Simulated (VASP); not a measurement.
# AlN (F-43m) in VASP: notebook

The runs below take AlN through vibrations by perturbation theory, with PBE.

Everything below comes from runs of VASP 6.6.1. Logs are shortened: lines on timing, memory, paths and dates and some standing lists are left out, and cuts for length are marked.

## 1. The cell of the first run

It takes space group F-43m (No. 216, cubic). The conventional cell has a = 4.143 Å, b = 4.143 Å, c = 4.143 Å, α = 90.00°, β = 90.00°, γ = 90.00°. Within 2.4 Å of Al (site symmetry -43m) lie 4 N at 1.79 Å. N (site symmetry -43m) has 4 Al at 1.79 Å within 2.4 Å.

## 2. Vibrations by perturbation theory, PBE

Contents of INCAR:

```
SYSTEM = AlN
PREC = Accurate
ENCUT = 520
EDIFF = 1E-8
ISMEAR = 0
SIGMA = 0.01
LREAL = .False.
LASPH = .True.
NELM = 80
ALGO = Normal
ISIF = 2
LWAVE = .False.
LCHARG = .False.
GGA = PE
IBRION = 8
NSW = 1
LEPSILON = .True.
```

Contents of KPOINTS:

```
Automatic mesh
0
Gamma
  10 10 10
  0 0 0
```

Contents of POSCAR:

```
AlN
1.0
    0.0000000000      2.0716686521      2.0716686521
    2.0716686521      0.0000000000      2.0716686521
    2.0716686521      2.0716686521      0.0000000000
Al N
1 1
Direct
    0.0000000000      0.0000000000      0.0000000000
    0.7500000000      0.7500000000      0.7500000000
```

Potentials or basis: VASP PAW PBE potentials, release 64 (Al, N).

The run is started by

```console
$ cat potpaw_PBE.64/Al/POTCAR potpaw_PBE.64/N/POTCAR > POTCAR
$ mpirun -np 1 vasp_std > vasp.out
```

OUTCAR:

```text
SYSTEM = AlN
   PREC = Accurate
   ENCUT = 520
   EDIFF = 1E-8
   ISMEAR = 0
   LREAL = .False.
   LASPH = .True.
   NELM = 80
   ISIF = 2
   GGA = PE
   IBRION = 8
   NSW = 1
   LEPSILON = .True.

 ion  position               nearest neighbor table
   1  0.000  0.000  0.000-   2 1.79   2 1.79   2 1.79   2 1.79
   2  0.750  0.750  0.750-   1 1.79   1 1.79   1 1.79   1 1.79

  LATTYP: Found a face centered cubic cell.
 ALAT       =     4.1433373042

  Lattice vectors:

 A1 = (   0.0000000000,   2.0716686521,   2.0716686521)
 A2 = (   2.0716686521,   0.0000000000,   2.0716686521)
 A3 = (   2.0716686521,   2.0716686521,   0.0000000000)

Analysis of symmetry for initial positions (statically):
=====================================================================
 Subroutine PRICEL returns:
 Original cell was already a primitive cell.

 Routine SETGRP: Setting up the symmetry group for a
 face centered cubic supercell.

 Subroutine GETGRP returns: Found 24 space group operations
 (whereof 24 operations were pure point group operations)
 out of a pool of 48 trial point group operations.

The static configuration has the point symmetry T_d .

Analysis of symmetry for dynamics (positions and initial velocities):
=====================================================================
 Subroutine PRICEL returns:
 Original cell was already a primitive cell.

 Routine SETGRP: Setting up the symmetry group for a
 face centered cubic supercell.

 Subroutine GETGRP returns: Found 24 space group operations
 (whereof 24 operations were pure point group operations)
 out of a pool of 48 trial point group operations.

The dynamic configuration has the point symmetry T_d .

 Subroutine INISYM returns: Found 24 space group operations
 (whereof 24 operations are pure point group operations),
 and found     1 'primitive' translations

----------------------------------------------------------------------------------------

                                     Primitive cell

  volume of cell :      17.7824

  direct lattice vectors                    reciprocal lattice vectors
     0.000000000  2.071668652  2.071668652    -0.241351337  0.241351337  0.241351337
     2.071668652  0.000000000  2.071668652     0.241351337 -0.241351337  0.241351337
     2.071668652  2.071668652  0.000000000     0.241351337  0.241351337 -0.241351337

  length of vectors
     2.929781905  2.929781905  2.929781905     0.418032779  0.418032779  0.418032779

  position of ions in fractional coordinates (direct lattice)
     0.000000000  0.000000000  0.000000000
     0.750000000  0.750000000  0.750000000

  ion indices of the primitive-cell ions
   primitive index   ion index
                 1           1
                 2           2

----------------------------------------------------------------------------------------

 KPOINTS: Automatic mesh

Automatic generation of k-mesh.
 Grid dimensions read from file:
 generate k-points for:   10   10   10

 Generating k-lattice:

  Cartesian coordinates                     Fractional coordinates (reciprocal lattice)
[... 412 lines left out ...]

 Free energy of the ion-electron system (eV)
  ---------------------------------------------------
  ---------------------------------------------------
  free energy    TOTEN  =        -0.18055806 eV

  energy without entropy =       -0.18055806

------------------------ aborting loop because EDIFF is reached ----------------------------------------

--------------------------------------- Ionic step        2  -------------------------------------------

------------------------ aborting loop because EDIFF is reached ----------------------------------------

--------------------------------------- Ionic step        3  -------------------------------------------

------------------------ aborting loop because EDIFF is reached ----------------------------------------

 PIEZOELECTRIC TENSOR FIELD DIRECTION 3  (e Angst)
 -----------------------------------------------------------------------------
    -0.00045  0.60604  0.00000           ( -0.00000 -0.00273  0.00000)
     0.60604 -0.00045  0.00000           ( -0.00273 -0.00000  0.00000)
     0.00000  0.00000  0.00047           (  0.00000  0.00000 -0.00000)

 PIEZOELECTRIC TENSOR FIELD DIRECTION 3  (C/m^2)
 -----------------------------------------------------------------------------
    -0.00040  0.54603  0.00000
     0.54603 -0.00040  0.00000
     0.00000  0.00000  0.00042

--------------------------------------- Ionic step        4  -------------------------------------------

------------------------ aborting loop because EDIFF is reached ----------------------------------------

[... ionic steps 5 to 6 ...]

--------------------------------------- Ionic step        7  -------------------------------------------

 Free energy of the ion-electron system (eV)
  ---------------------------------------------------
  ---------------------------------------------------
  free energy    TOTEN  =        -0.24311840 eV

  energy without entropy =       -0.24311840

------------------------ aborting loop because EDIFF is reached ----------------------------------------

 INTERNAL STRAIN TENSOR  FOR ION    2  DIRECTION 1   (eV/Angst):
 -----------------------------------------------------------------------------
    -0.00033  0.00000  0.00000
     0.00000  0.00045 19.50257
     0.00000 19.50257  0.00045

 MACROSCOPIC STATIC DIELECTRIC TENSOR (including local field effects in DFT)
 ------------------------------------------------------
           4.360193     0.000000     0.000000
           0.000000     4.360193     0.000000
           0.000000     0.000000     4.360193
 ------------------------------------------------------

 PIEZOELECTRIC TENSOR (including local field effects)  for field in x, y, z        (e  Angst)
          XX          YY          ZZ          XY          YZ          ZX
  --------------------------------------------------------------------------------
  x     0.00000    -0.00000     0.00000     0.00000     0.60633     0.00000
  y    -0.00000    -0.00000     0.00000     0.00000     0.00000     0.60633
  z    -0.00000    -0.00000    -0.00000     0.60633     0.00000     0.00000

 PIEZOELECTRIC TENSOR (including local field effects)  for field in x, y, z        (C/m^2)
          XX          YY          ZZ          XY          YZ          ZX
  --------------------------------------------------------------------------------
  x     0.00000    -0.00000     0.00000     0.00000     0.54629     0.00000
  y    -0.00000    -0.00000     0.00000     0.00000     0.00000     0.54629
  z    -0.00000    -0.00000    -0.00000     0.54629     0.00000     0.00000

 BORN EFFECTIVE CHARGES (including local field effects) (in |e|, cummulative output)
 ---------------------------------------------------------------------------------
 ion    1
    1     2.51326     0.00000     0.00000
    2    -0.00000     2.51326     0.00000
    3    -0.00000    -0.00000     2.51326
 ion    2
    1    -2.51326    -0.00000    -0.00000
    2     0.00000    -2.51326    -0.00000
    3     0.00000     0.00000    -2.51326

 INTERNAL STRAIN TENSOR FOR ION    2 for displacements in x,y,z  (eV/Angst):
          X           Y           Z          XY          YZ          ZX
  --------------------------------------------------------------------------------
  x     0.00000     0.00000     0.00000     0.00000    19.50257     0.00000
  y     0.00000     0.00000     0.00000     0.00000     0.00000    19.50257
  z     0.00000     0.00000     0.00000    19.50257     0.00000     0.00000

 SECOND DERIVATIVES (NOT SYMMETRIZED)
 ------------------------------------
               1X          1Y          1Z          2X          2Y          2Z
  1X   -22.773036    0.000000    0.000000   22.773036    0.000000    0.000000
  1Y     0.000000  -22.773036    0.000000    0.000000   22.773036    0.000000
  1Z     0.000000    0.000000  -22.773036    0.000000    0.000000   22.773036
  2X    22.782184    0.000000    0.000000  -22.782184    0.000000    0.000000
  2Y     0.000000   22.782184    0.000000    0.000000  -22.782184    0.000000
  2Z     0.000000    0.000000   22.782184    0.000000    0.000000  -22.782184

 Eigenvectors and eigenvalues of the dynamical matrix
 ----------------------------------------------------

   1 f  =   24.575742 THz   154.413942 2PiTHz  819.758521 cm-1   101.637057 meV
             X         Y         Z           dx          dy          dz
      0.000000  0.000000  0.000000     0.000000    0.584421    0.000000
      3.107503  3.107503  3.107503     0.000000   -0.811451    0.000000
[... 21 lines left out ...]
   6 f/i=    0.002340 THz     0.014704 2PiTHz    0.078064 cm-1     0.009679 meV
             X         Y         Z           dx          dy          dz
      0.000000  0.000000  0.000000     0.000000    0.000000    0.811451
      3.107503  3.107503  3.107503     0.000000    0.000000    0.584421

--------------------------------------------------------------------------------------------------------

 MACROSCOPIC STATIC DIELECTRIC TENSOR IONIC CONTRIBUTION
 ------------------------------------------------------
           2.821890    -0.000000    -0.000000
          -0.000000     2.821890     0.000000
          -0.000000     0.000000     2.821890
 ------------------------------------------------------

 ELASTIC MODULI CONTR FROM IONIC RELAXATION (kBar)
 Direction    XX          YY          ZZ          XY          YZ          ZX
 --------------------------------------------------------------------------------
 XX          -0.0000      0.0000      0.0000     -0.0000      0.0000      0.0000
 YY           0.0000     -0.0000      0.0000     -0.0000     -0.0000     -0.0000
 ZZ           0.0000      0.0000     -0.0000      0.0000     -0.0000      0.0000
 XY          -0.0000     -0.0000      0.0000  -1453.0284      0.0000     -0.0000
 YZ           0.0000     -0.0000     -0.0000      0.0000  -1453.0284      0.0000
 ZX           0.0000     -0.0000      0.0000     -0.0000      0.0000  -1453.0284
 --------------------------------------------------------------------------------

 PIEZOELECTRIC TENSOR IONIC CONTR  for field in x, y, z        (C/m^2)
          XX          YY          ZZ          XY          YZ          ZX
  --------------------------------------------------------------------------------
  x     0.00000    -0.00000    -0.00000     0.00000    -1.90537     0.00000
  y     0.00000    -0.00000     0.00000    -0.00000     0.00000    -1.90537
  z    -0.00000    -0.00000     0.00000    -1.90537     0.00000    -0.00000
```

Wall time 3.2 min (1 thread of Intel Xeon 8259CL, shared host); peak memory 0.2 GiB.

Results:

| Property | Result |
| --- | --- |
| Electronic dielectric tensor (diagonal) | 4.36 |
| Born charges (mean of the diagonal) | Al +2.51; N -2.51 e |
| Highest phonon frequency at Γ, LO-TO splitting left out | 820 cm⁻¹ |

Phonon frequencies in cm⁻¹ (negative: imaginary):
```tsv
q point	frequencies
(0.000, 0.000, 0.000)	0 0 0 820 820 820
```

Electronic dielectric tensor:
```
4.36 0.00 0.00
0.00 4.36 0.00
0.00 0.00 4.36
```

Born effective charge tensors (e):
atom 1, Al
```
2.51 0.00 0.00
0.00 2.51 0.00
0.00 0.00 2.51
```
atom 2, N
```
-2.51  0.00  0.00
 0.00 -2.51  0.00
 0.00  0.00 -2.51
```

Caveat: the cell wasn't relaxed at this level first, which shifts response properties.

(Continued in part 2 of 3.)
